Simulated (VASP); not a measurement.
# BiTe (R-3m) in VASP: single point with PBE

Aim: the single point of BiTe with PBE.

All numbers are computed with VASP 6.6.1; they aren't measurements. Logs are shortened: lines on timing, memory, paths and dates and some standing lists are left out, and cuts for length are marked.

## 1. The cell of the first run

The typed cell holds 6 atoms: a = 4.598 Å, b = 4.598 Å, c = 11.272 Å, α = 90.00°, β = 90.00°, γ = 120.00°.

## 2. Single point, PBE

INCAR reads:

```
SYSTEM = BiTe
PREC     = Accurate       ! precision mode
ENCUT    = 520            ! plane-wave cutoff, eV
EDIFF    = 1E-7           ! SCF threshold, eV
ISMEAR   = 0              ! smearing method
SIGMA    = 0.1            ! smearing width, eV
LREAL    = .False.        ! projectors in reciprocal space
LASPH    = .True.         ! aspherical terms in the spheres
NELM     = 60             ! most SCF steps
ALGO     = Normal         ! electronic algorithm
ISIF     = 2              ! what is computed and relaxed
LWAVE    = .False.        ! write WAVECAR
LCHARG   = .False.        ! write CHGCAR
GGA      = PE             ! functional
NBANDS   = 40             ! bands
```

KPOINTS reads:

```
regular mesh
0
Gamma
  12 12 4
  0 0 0
```

POSCAR reads:

```
BiTe
1.0
    4.5975092955     -0.0000002901      0.0000000000
   -2.2987543965      3.9815599890      0.0000000000
    0.0000000000      0.0000000000     11.2715122923
Bi Te
3 3
Direct
    0.0000000000      0.0000000000      0.0000000000
    0.3333333333      0.6666666667      0.3333333333
    0.6666666667      0.3333333333      0.6666666667
    0.6666666667      0.3333333333      0.1666666667
    0.0000000000      0.0000000000      0.5000000000
    0.3333333333      0.6666666667      0.8333333333
```

Potentials or basis: VASP PAW PBE potentials, release 64 (Bi_d, Te).

On the command line:

```bash
$ cat potpaw_PBE.64/Bi_d/POTCAR potpaw_PBE.64/Te/POTCAR > POTCAR
$ mpirun -np 1 vasp_std > vasp.out
```

OUTCAR:

```text
SYSTEM = BiTe
   PREC = Accurate
   ENCUT = 520
   EDIFF = 1E-7
   ISMEAR = 0
   LREAL = .False.
   LASPH = .True.
   NELM = 60
   ISIF = 2
   GGA = PE

 ion  position               nearest neighbor table
   1  0.000  0.000  0.000-   4 3.25   6 3.25   6 3.25   4 3.25   4 3.25   6 3.25
   2  0.333  0.667  0.333-   4 3.25   4 3.25   4 3.25   5 3.25   5 3.25   5 3.25
   3  0.667  0.333  0.667-   6 3.25   6 3.25   6 3.25   5 3.25   5 3.25   5 3.25
   4  0.667  0.333  0.167-   2 3.25   2 3.25   2 3.25   1 3.25   1 3.25   1 3.25
   5  0.000  0.000  0.500-   2 3.25   3 3.25   2 3.25   3 3.25   3 3.25   2 3.25
   6  0.333  0.667  0.833-   3 3.25   3 3.25   3 3.25   1 3.25   1 3.25   1 3.25

  LATTYP: Found a hexagonal cell.
 ALAT       =     4.5975092955
 C/A-ratio  =     2.4516562268

  Lattice vectors:

 A1 = (   4.5975092955,  -0.0000002901,   0.0000000000)
 A2 = (  -2.2987543965,   3.9815599890,   0.0000000000)
 A3 = (   0.0000000000,   0.0000000000,  11.2715122923)

Analysis of symmetry for initial positions (statically):
=====================================================================
 Subroutine PRICEL returns following result:

  LATTYP: Found a trigonal (rhomboedric) cell.
 ALAT       =     4.6002205803
 COS(alpha) =     0.5005892078

  Lattice vectors:

 A1 = (   2.2987545638,  -1.3271867596,   3.7571707637)
 A2 = (   0.0000001673,   2.6543732294,   3.7571707637)
 A3 = (  -2.2987547310,  -1.3271864699,   3.7571707649)

   3 primitive cells build up your supercell.

 Routine SETGRP: Setting up the symmetry group for a
 hexagonal supercell.

 Subroutine GETGRP returns: Found 12 space group operations
 (whereof 12 operations were pure point group operations)
 out of a pool of 24 trial point group operations.

The static configuration has the point symmetry D_3d.

Analysis of symmetry for dynamics (positions and initial velocities):
=====================================================================
 Subroutine PRICEL returns following result:

  LATTYP: Found a trigonal (rhomboedric) cell.
 ALAT       =     4.6002205803
 COS(alpha) =     0.5005892078

  Lattice vectors:

 A1 = (   2.2987545638,  -1.3271867596,   3.7571707637)
 A2 = (   0.0000001673,   2.6543732294,   3.7571707637)
[... 104 lines left out ...]
   ICHARG =      2    charge: 1-file 2-atom 10-const
   ISPIN  =      1    spin polarized calculation?
   LNONCOLLINEAR =      F non collinear calculations
   LSORBIT =      F    spin-orbit coupling
   LASPH  =      T    aspherical Exc in radial PAW
   ENCUT  =  520.0 eV  38.22 Ry    6.18 a.u.   8.55  8.55 20.96*2*pi/ulx,y,z
   NELM   =     60;   NELMIN=  2; NELMDL= -5     # of ELM steps
   EDIFF  = 0.1E-06   stopping-criterion for ELM
   LREAL  =      F    real-space projection
   EDIFFG = 0.1E-05   stopping-criterion for IOM
   NSW    =      0    number of steps for IOM
   IBRION =     -1    ionic relax: 0-MD 1-quasi-New 2-CG
   NFREE  =      0    steps in history (QN), initial steepest desc. (CG)
   ISIF   =      2    stress and relaxation
   ISYM   =      2    0-nonsym 1-usesym 2-fastsym
   POTIM  = 0.5000    time-step for ionic-motion
   TEBEG  =    0.0;   TEEND  =   0.0 temperature during run
   PSTRESS=    0.0 pullay stress
   NELECT =      63.0000    total number of electrons
   NUPDOWN=      -1.0000    fix difference up-down
   EMIN   =  10.00;   EMAX   =-10.00  energy-range for DOS
   EFERMI =   0.00;   METHOD = LEGACY
   ISMEAR =     0;   SIGMA  =   0.10  broadening in eV -4-tet -1-fermi 0-gaus
   EFERMI_NEDOS =   21; number of points for ismear=-14 and -15
   IALGO  =     38    algorithm
   IMIX   =      4    mixing-type and parameters
     AMIX     =   0.40;   BMIX     =  1.00
     AMIX_MAG =   1.60;   BMIX_MAG =  1.00
  volume/ion in A,a.u.               =      34.39       232.06
  Fermi-wavevector in a.u.,A,eV,Ry     =   1.102391  2.083217 16.534697  1.215266
  Thomas-Fermi vector in A             =   2.238833
   LORBIT       =      0    0 simple, 1 ext, 2 COOP (PROOUT), +10 PAW based schemes
   GGA     = PE    functional components
   LHFCALC =     F    Hartree Fock is set to
   AEXX    =    0.0000 exact exchange contribution
   IVDW    =     0    specifies the selected vdW correction
   LEPSILON=     F    determine dielectric tensor
   LRPA    =     F    only Hartree local field effects (RPA)
 non-spin polarized calculation
 Gauss-broadening in eV      SIGMA  =   0.10
  energy-cutoff  :      520.00
  volume of cell :      206.33
 maximum number of plane-waves:      5598
 NGX is ok and might be reduce to    36
   NGX = 17   NGY = 17   NGZ = 41

 number of electron      63.0000006 magnetization

 Free energy of the ion-electron system (eV)
  ---------------------------------------------------
  ext. energy  EPLUGINS =         0.00000000
  ---------------------------------------------------
  free energy    TOTEN  =       -21.53735426 eV

  energy without entropy =      -21.51850919  energy(sigma->0) =      -21.52793172

 E-fermi :   6.4492     XC(G=0):  -9.3646

 val. band max:        6.4401433377   @ k =   0.2500  -0.0000   0.0000
 cond. band min:       6.4904553038   @ k =   0.2500  -0.0000   0.2500
 fundamental gap:      0.0503119662
 Fermi energy:         6.4491823149

 k-point     1 :       0.0000    0.0000    0.0000
  band No.  band energies     occupation
      1     -16.6860      2.00000
      2     -16.6860      2.00000
      3     -16.6860      2.00000
      4     -16.6860      2.00000
      5     -16.6825      2.00000
      6     -16.6825      2.00000
[... 1021 lines left out ...]
     39       8.6207      0.00000
     40      10.0926      0.00000

 [... further k-points ...]
[... 5 lines left out ...]
  --------------------------------------------------------------------------------------
  -------------------------------------------------------------------------------------
  Total       -0.0838143     -0.0838143     -0.0723569     -0.0000000      0.0000000      0.0000000
  in kB       -0.6508343     -0.6508343     -0.5618656     -0.0000000      0.0000000      0.0000000
  external PRESSURE =      -0.6211781 kB  Pullay stress =       0.0000000 kB

 VOLUME and BASIS-vectors are now :
 -----------------------------------------------------------------------------
  energy-cutoff  :      520.00
  volume of cell :      206.33
      direct lattice vectors                 reciprocal lattice vectors
     4.597509296 -0.000000290  0.000000000     0.217509084  0.125578910  0.000000000
    -2.298754397  3.981559989  0.000000000     0.000000016  0.251157847  0.000000000
     0.000000000  0.000000000 11.271512292     0.000000000  0.000000000  0.088719240

 POSITION                                       TOTAL-FORCE (eV/Angst)
 -----------------------------------------------------------------------------------
      0.00000      0.00000      0.00000        -0.000000     -0.000000     -0.000000
      0.00000      2.65437      3.75717         0.000000      0.000000     -0.000000
      2.29875      1.32719      7.51434        -0.000000      0.000000      0.000000
      2.29875      1.32719      1.87859        -0.000000     -0.000000     -0.000000
      0.00000      0.00000      5.63576         0.000000      0.000000     -0.000000
      0.00000      2.65437      9.39293        -0.000000      0.000000     -0.000000
 -----------------------------------------------------------------------------------
    total drift:                                0.000000     -0.000000      0.000000

  FREE ENERGIE OF THE ION-ELECTRON SYSTEM (eV)
  ---------------------------------------------------
  free  energy   TOTEN  =       -21.5373542600 eV

  energy  without entropy=      -21.5185091872  energy(sigma->0) =      -21.52793172
```

Wall time 7.2 min (1 thread of Intel Xeon Platinum 8488C (Sapphire Rapids), shared host); peak memory 0.61 GiB.

What came out:

| Property | Result |
| --- | --- |
| Free energy | -21.5374 eV |
| Pressure | -0.1 GPa |

Levels at points of the mesh, in eV from the Fermi level:
| k point | band 28 | band 29 | band 30 | band 31 | band 32 | band 33 | band 34 | band 35 | band 36 | band 37 |
| --- | --- | --- | --- | --- | --- | --- | --- | --- | --- | --- |
| (0.00, 0.00, 0.00) | -2.14 | -1.89 | -1.89 | -0.12 | -0.12 | 0.07 | 0.07 | 0.07 | 0.07 | 2.13 |
| (0.50, 0.00, 0.00) | -2.78 | -2.69 | -2.69 | 0.65 | 0.65 | 0.72 | 0.72 | 1.46 | 1.46 | 2.31 |
| (0.00, 0.00, 0.50) | -1.87 | -1.87 | -1.59 | -0.79 | -0.58 | -0.58 | 1.18 | 1.18 | 1.32 | 1.32 |
| (0.50, 0.00, 0.50) | -1.88 | -1.87 | -1.59 | -0.80 | -0.59 | -0.59 | 2.45 | 2.45 | 2.55 | 2.55 |

Caveat: spin-orbit coupling is left out, which moves the levels of the heavy elements.
